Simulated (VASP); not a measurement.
# V (I4/mmm) in VASP: a series of runs

V is run at these levels: PBE; tasks: single point.

Everything below comes from runs of VASP 6.6.1. Logs are shortened: lines on timing, memory, paths and dates and some standing lists are left out, and cuts for length are marked.

## 1. The cell of the first run

It takes space group I4/mmm (No. 139, tetragonal). Conventional cell: a = 2.997 Å, b = 2.997 Å, c = 2.817 Å, α = 90.00°, β = 90.00°, γ = 90.00°. Within 3.4 Å of V (site symmetry 4/mmm) lie 14 V at 2.54 to 3.00 Å.

## 2. Single point, PBE (strain along c alone, the other axes held: -6.0 %)

INCAR

```
SYSTEM = V
ALGO = Fast
EDIFF = 1E-6
ENCUT = 520
GGA = PE
ISIF = 2
ISMEAR = 0
LASPH = .TRUE.
LCHARG = .TRUE.
LELF = .TRUE.
LREAL = .FALSE.
LVHAR = .TRUE.
LWAVE = .FALSE.
NBANDS = 20
NELM = 100
PREC = Accurate
SIGMA = 0.1
```

KPOINTS

```
k-points
0
G
  18 18 18
  0 0 0
```

POSCAR

```
V
1.0
    2.9971751498      0.0000000000      0.0000000000
    0.0000000000      2.9971751498      0.0000000000
    0.0000000000      0.0000000000      2.8173446408
V
2
Direct
    0.0000000000      0.0000000000      0.0000000000
    0.5000000000      0.5000000000      0.5000000000
```

Potentials or basis: VASP PAW PBE potentials, release 64 (V_sv).

Launch:

```
cat potpaw_PBE.64/V_sv/POTCAR > POTCAR
mpirun -np 1 vasp_std > vasp.out
```

OUTCAR:

```text
SYSTEM = V
   EDIFF = 1E-6
   ENCUT = 520
   GGA = PE
   ISIF = 2
   ISMEAR = 0
   LASPH = .TRUE.
   LREAL = .FALSE.
   NELM = 100
   PREC = Accurate

 ion  position               nearest neighbor table
   1  0.000  0.000  0.000-   2 2.54   2 2.54   2 2.54   2 2.54   2 2.54   2 2.54   2 2.54   2 2.54

   2  0.500  0.500  0.500-   1 2.54   1 2.54   1 2.54   1 2.54   1 2.54   1 2.54   1 2.54   1 2.54

  LATTYP: Found a simple tetragonal cell.
 ALAT       =     2.9971751498
 C/A-ratio  =     0.9400000000

  Lattice vectors:

 A1 = (   2.9971751498,   0.0000000000,   0.0000000000)
 A2 = (   0.0000000000,   2.9971751498,   0.0000000000)
 A3 = (   0.0000000000,   0.0000000000,   2.8173446408)

Analysis of symmetry for initial positions (statically):
=====================================================================
 Subroutine PRICEL returns following result:

  LATTYP: Found a body centered tetragonal cell.
 ALAT       =     2.9971751498
 C/A-ratio  =     0.9400000000

  Lattice vectors:

 A1 = (  -1.4985875749,  -1.4985875749,  -1.4086723204)
 A2 = (   1.4985875749,   1.4985875749,  -1.4086723204)
 A3 = (   1.4985875749,  -1.4985875749,   1.4086723204)

   2 primitive cells build up your supercell.

 Routine SETGRP: Setting up the symmetry group for a
 simple tetragonal supercell.

 Subroutine GETGRP returns: Found 16 space group operations
 (whereof 16 operations were pure point group operations)
 out of a pool of 16 trial point group operations.

The static configuration has the point symmetry D_4h.

Analysis of symmetry for dynamics (positions and initial velocities):
=====================================================================
 Subroutine PRICEL returns following result:

  LATTYP: Found a body centered tetragonal cell.
 ALAT       =     2.9971751498
 C/A-ratio  =     0.9400000000

  Lattice vectors:

 A1 = (  -1.4985875749,  -1.4985875749,  -1.4086723204)
 A2 = (   1.4985875749,   1.4985875749,  -1.4086723204)
 A3 = (   1.4985875749,  -1.4985875749,   1.4086723204)

   2 primitive cells build up your supercell.

 Routine SETGRP: Setting up the symmetry group for a
 simple tetragonal supercell.

 Subroutine GETGRP returns: Found 16 space group operations
 (whereof 16 operations were pure point group operations)
 out of a pool of 16 trial point group operations.

The dynamic configuration has the point symmetry D_4h.

 Subroutine INISYM returns: Found 16 space group operations
 (whereof 16 operations are pure point group operations),
 and found     2 'primitive' translations

----------------------------------------------------------------------------------------

                                     Primitive cell

  volume of cell :      12.6542

  direct lattice vectors                    reciprocal lattice vectors
    -1.498587575 -1.498587575 -1.408672320     0.000000000 -0.333647501 -0.354944150
     1.498587575  1.498587575 -1.408672320     0.333647501  0.000000000 -0.354944150
     1.498587575 -1.498587575  1.408672320     0.333647501 -0.333647501  0.000000000

  length of vectors
     2.544776443  2.544776443  2.544776443     0.487140642  0.487140642  0.471848822

  position of ions in fractional coordinates (direct lattice)
     0.000000000  0.000000000  0.000000000

  ion indices of the primitive-cell ions
   primitive index   ion index
                 1           1

----------------------------------------------------------------------------------------

 KPOINTS: k-points

Automatic generation of k-mesh.
 Grid dimensions read from file:
 generate k-points for:   18   18   18

 Generating k-lattice:

  Cartesian coordinates                     Fractional coordinates (reciprocal lattice)
     0.018535972  0.000000000  0.000000000     0.055555556  0.000000000  0.000000000
     0.000000000  0.018535972  0.000000000     0.000000000  0.055555556  0.000000000
     0.000000000  0.000000000  0.019719119     0.000000000  0.000000000  0.055555556

  Length of vectors
     0.018535972  0.018535972  0.019719119

  Shift w.r.t. Gamma in fractional coordinates (k-lattice)
     0.000000000  0.000000000  0.000000000

 Subroutine IBZKPT returns following result:
 ===========================================

 Found    550 irreducible k-points:

 Following reciprocal coordinates:
            Coordinates               Weight
  0.000000  0.000000  0.000000      1.000000
  0.055556  0.000000  0.000000      4.000000
  0.111111  0.000000  0.000000      4.000000
  0.166667  0.000000  0.000000      4.000000
  0.222222  0.000000  0.000000      4.000000
  0.277778  0.000000  0.000000      4.000000
[... 16 lines left out ...]
  0.277778  0.111111  0.000000      8.000000
  0.333333  0.111111  0.000000      8.000000
 [... further k-points ...]
   k-points           NKPTS =    550   k-points in BZ     NKDIM =    550   number of bands    NBANDS=     20
   number of dos      NEDOS =    301   number of ions     NIONS =      2
   total plane-waves  NPLWV =  13824
   dimension x,y,z NGX =    24 NGY =   24 NGZ =   24
   dimension x,y,z NGXF=    48 NGYF=   48 NGZF=   48
   ions per type =               2
   NGX,Y,Z   is equivalent  to a cutoff of  13.31, 13.31, 14.16 a.u.
   NGXF,Y,Z  is equivalent  to a cutoff of  26.62, 26.62, 28.32 a.u.
 SYSTEM =  V
   PREC   = accura    normal or accurate (medium, high low for compatibility)
   ISTART =      0    job   : 0-new  1-cont  2-samecut
   ICHARG =      2    charge: 1-file 2-atom 10-const
   ISPIN  =      1    spin polarized calculation?
   LNONCOLLINEAR =      F non collinear calculations
   LSORBIT =      F    spin-orbit coupling
   LASPH  =      T    aspherical Exc in radial PAW
   ENCUT  =  520.0 eV  38.22 Ry    6.18 a.u.   5.57  5.57  5.24*2*pi/ulx,y,z
   NELM   =    100;   NELMIN=  2; NELMDL= -5     # of ELM steps
   EDIFF  = 0.1E-05   stopping-criterion for ELM
   LREAL  =      F    real-space projection
   EDIFFG = 0.1E-04   stopping-criterion for IOM
   NSW    =      0    number of steps for IOM
   IBRION =     -1    ionic relax: 0-MD 1-quasi-New 2-CG
   NFREE  =      0    steps in history (QN), initial steepest desc. (CG)
   ISIF   =      2    stress and relaxation
   ISYM   =      2    0-nonsym 1-usesym 2-fastsym
   POTIM  = 0.5000    time-step for ionic-motion
   TEBEG  =    0.0;   TEEND  =   0.0 temperature during run
   PSTRESS=    0.0 pullay stress
   NELECT =      26.0000    total number of electrons
   NUPDOWN=      -1.0000    fix difference up-down
   EMIN   =  10.00;   EMAX   =-10.00  energy-range for DOS
   EFERMI =   0.00;   METHOD = LEGACY
   ISMEAR =     0;   SIGMA  =   0.10  broadening in eV -4-tet -1-fermi 0-gaus
   EFERMI_NEDOS =   21; number of points for ismear=-14 and -15
   IALGO  =     68    algorithm
   IMIX   =      4    mixing-type and parameters
     AMIX     =   0.40;   BMIX     =  1.00
     AMIX_MAG =   1.60;   BMIX_MAG =  1.00
  volume/ion in A,a.u.               =      12.65        85.39
  Fermi-wavevector in a.u.,A,eV,Ry     =   1.651878  3.121596 37.126214  2.728700
  Thomas-Fermi vector in A             =   2.740582
   LORBIT       =      0    0 simple, 1 ext, 2 COOP (PROOUT), +10 PAW based schemes
   GGA     = PE    functional components
   LHFCALC =     F    Hartree Fock is set to
   AEXX    =    0.0000 exact exchange contribution
   IVDW    =     0    specifies the selected vdW correction
   LEPSILON=     F    determine dielectric tensor
   LRPA    =     F    only Hartree local field effects (RPA)
 non-spin polarized calculation
 RMM-DIIS sequential band-by-band and
 Gauss-broadening in eV      SIGMA  =   0.10
  energy-cutoff  :      520.00
  volume of cell :       25.31
 maximum number of plane-waves:       707
 NGX is ok and might be reduce to    24
   NGX = 11   NGY = 11   NGZ = 11

 number of electron      26.0000000 magnetization

 Free energy of the ion-electron system (eV)
  ---------------------------------------------------
  ext. energy  EPLUGINS =         0.00000000
  ---------------------------------------------------
  free energy    TOTEN  =       -17.90031598 eV

  energy without entropy =      -17.88293179  energy(sigma->0) =      -17.89162389

 E-fermi :  10.5251     XC(G=0): -13.2455

 val. band max:       10.5215263453   @ k =   0.2222   0.1111   0.0000
 cond. band min:      10.5251666385   @ k =   0.2222   0.0556   0.0556
 fundamental gap:      0.0036402932
 Fermi energy:        10.5250995207

 k-point     1 :       0.0000    0.0000    0.0000
  band No.  band energies     occupation
      1     -53.1375      2.00000
      2     -52.7168      2.00000
      3     -27.1027      2.00000
      4     -27.1027      2.00000
      5     -26.9770      2.00000
      6     -26.3289      2.00000
[... 12 lines left out ...]
     19      14.6415      0.00000
     20      20.6329      0.00000

 k-point     2 :       0.0556    0.0000    0.0000
  band No.  band energies     occupation
      1     -53.1339      2.00000
      2     -52.7196      2.00000
      3     -27.1021      2.00000
      4     -27.0966      2.00000
      5     -26.9718      2.00000
      6     -26.3365      2.00000
[... 12 lines left out ...]
     19      14.5224      0.00000
     20      20.3717      0.00000

 k-point     3 :       0.1111    0.0000    0.0000
  band No.  band energies     occupation
      1     -53.1233      2.00000
      2     -52.7278      2.00000
      3     -27.0997      2.00000
      4     -27.0785      2.00000
      5     -26.9565      2.00000
      6     -26.3701      2.00000
[... 12 lines left out ...]
     19      14.3826      0.00000
     20      19.6870      0.00000

 k-point     4 :       0.1667    0.0000    0.0000
  band No.  band energies     occupation
      1     -53.1060      2.00000
      2     -52.7414      2.00000
      3     -27.0943      2.00000
      4     -27.0490      2.00000
      5     -26.9316      2.00000
      6     -26.4231      2.00000
[... 12 lines left out ...]
     19      14.2425      0.00000
     20      18.7669      0.00000

 k-point     5 :       0.2222    0.0000    0.0000
  band No.  band energies     occupation
      1     -53.0828      2.00000
      2     -52.7601      2.00000
      3     -27.0840      2.00000
      4     -27.0091      2.00000
      5     -26.8979      2.00000
      6     -26.4916      2.00000
[... 12 lines left out ...]
     19      14.0549      0.00000
     20      17.7624      0.00000

 k-point     6 :       0.2778    0.0000    0.0000
  band No.  band energies     occupation
      1     -53.0545      2.00000
      2     -52.7836      2.00000
      3     -27.0666      2.00000
      4     -26.9600      2.00000
      5     -26.8566      2.00000
      6     -26.5707      2.00000
[... 12 lines left out ...]
     19      13.8277      0.00000
     20      16.7750      0.00000

 k-point     7 :       0.3333    0.0000    0.0000
  band No.  band energies     occupation
      1     -53.0221      2.00000
      2     -52.8114      2.00000
      3     -27.0400      2.00000
      4     -26.9033      2.00000
      5     -26.8089      2.00000
      6     -26.6550      2.00000
[... 12 lines left out ...]
     19      13.6569      0.00000
     20      15.8783      0.00000
[... 277 lines left out ...]
 k-point    20 :       0.1111    0.1111    0.0000
  band No.  band energies     occupation
      1     -53.1097      2.00000
      2     -52.7380      2.00000
      3     -27.1410      2.00000
      4     -27.0123      2.00000
      5     -26.9372      2.00000
      6     -26.4592      2.00000
[... 12 lines left out ...]
     19      14.5454      0.00000
     20      19.8975      0.00000

 k-point    21 :       0.1667    0.1111    0.0000
  band No.  band energies     occupation
      1     -53.0933      2.00000
      2     -52.7506      2.00000
      3     -27.1556      2.00000
      4     -26.9657      2.00000
      5     -26.9136      2.00000
      6     -26.5295      2.00000
[... 12 lines left out ...]
     19      14.5246      0.00000
     20      19.1550      0.00000

 k-point    22 :       0.2222    0.1111    0.0000
  band No.  band energies     occupation
      1     -53.0713      2.00000
      2     -52.7680      2.00000
      3     -27.1618      2.00000
      4     -26.9133      2.00000
      5     -26.8817      2.00000
      6     -26.6098      2.00000
[... 12 lines left out ...]
     19      14.4244      0.00000
     20      18.1450      0.00000

 k-point    23 :       0.2778    0.1111    0.0000
  band No.  band energies     occupation
      1     -53.0445      2.00000
      2     -52.7899      2.00000
      3     -27.1579      2.00000
      4     -26.8558      2.00000
      5     -26.8425      2.00000
      6     -26.6963      2.00000
[... 12 lines left out ...]
     19      14.2593      0.00000
     20      17.1202      0.00000

 k-point    24 :       0.3333    0.1111    0.0000
  band No.  band energies     occupation
      1     -53.0139      2.00000
      2     -52.8158      2.00000
      3     -27.1424      2.00000
      4     -26.7976      2.00000
      5     -26.7940      2.00000
      6     -26.7842      2.00000
[... 12 lines left out ...]
     19      14.0443      0.00000
     20      16.1646      0.00000

 [... further k-points ...]
[... 5 lines left out ...]
  --------------------------------------------------------------------------------------
  -------------------------------------------------------------------------------------
  Total        1.6621421      1.6621421      2.9401049      0.0000000      0.0000000      0.0000000
  in kB      105.2239278    105.2239278    186.1269182      0.0000000      0.0000000      0.0000000
  external PRESSURE =     132.1915913 kB  Pullay stress =       0.0000000 kB

 VOLUME and BASIS-vectors are now :
 -----------------------------------------------------------------------------
  energy-cutoff  :      520.00
  volume of cell :       25.31
      direct lattice vectors                 reciprocal lattice vectors
     2.997175150  0.000000000  0.000000000     0.333647501  0.000000000  0.000000000
     0.000000000  2.997175150  0.000000000     0.000000000  0.333647501  0.000000000
     0.000000000  0.000000000  2.817344641     0.000000000  0.000000000  0.354944150

 POSITION                                       TOTAL-FORCE (eV/Angst)
 -----------------------------------------------------------------------------------
      0.00000      0.00000      0.00000         0.000000     -0.000000      0.000000
      1.49859      1.49859      1.40867        -0.000000      0.000000     -0.000000
 -----------------------------------------------------------------------------------
    total drift:                                0.000000      0.000000     -0.000000

  FREE ENERGIE OF THE ION-ELECTRON SYSTEM (eV)
  ---------------------------------------------------
  free  energy   TOTEN  =       -17.9003159757 eV

  energy  without entropy=      -17.8829317947  energy(sigma->0) =      -17.89162389
```

Run time: 68 s. Hardware: 1 thread of Intel Xeon 6975P-C (Granite Rapids), shared host; peak memory 0.31 GiB.

Results:

* Free energy: -17.9003 eV
* Pressure: 13.2 GPa
* Band gap on the k mesh: zero (bands 13 and 14 overlap by 3.13 eV)

Stress tensor (GPa, compression positive):
```
10.52  0.00  0.00
 0.00 10.52  0.00
 0.00  0.00 18.61
```

Caveat: the cell differs from its parent crystal (strain along c alone, the other axes held: -6.0 %); the cell stands under pressure.

(Part 1 of 2 ends here.)
